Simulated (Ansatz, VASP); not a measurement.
CoSi2 in VASP and in Ansatz

```xyz
3
Lattice="0.0000 2.6561 2.6561 2.6561 0.0000 2.6561 2.6561 2.6561 0.0000" Properties=species:S:1:pos:R:3 pbc="T T T"
Co    0.0000    0.0000    0.0000
Si    1.3281    1.3281    1.3281
Si    3.9842    3.9842    3.9842
```

Alike in both runs: functional PBEsol; k mesh 12 × 12 × 12; occupations gaussian, width 0.05 eV; no spin polarisation.

Ansatz relaxed the structure, and its values are those at the end. VASP's run is a single point on that final structure, the one shown.

|  | VASP | Ansatz |
| --- | --- | --- |
| version | VASP 6.6.1 | Ansatz 0.2.0 |
| potentials or method | VASP PAW PBE potentials, release 64 (Co, Si) | scalar-relativistic, plane waves, PAW |
| plane-wave cutoff (eV) | 520 | 420 |
| valence electrons in the cell | 17 | 25 |

Ansatz gave:

* gap on the k mesh at the Fermi level (eV): none
* pressure (GPa): 0.0

Task: Which values does VASP return?

Result: gap on the k mesh at the Fermi level (eV): none; pressure (GPa): 0.1.

VASP's potentials were made for PBE, not for PBEsol. A gap of «none» marks a metal or a gap that the smearing closes. The functional is the same, so the differences come from potentials, cutoffs and numerics. VASP's potentials hold 17 valence electrons a cell and Ansatz's 25, so a difference there can come from the potentials and not from the codes.
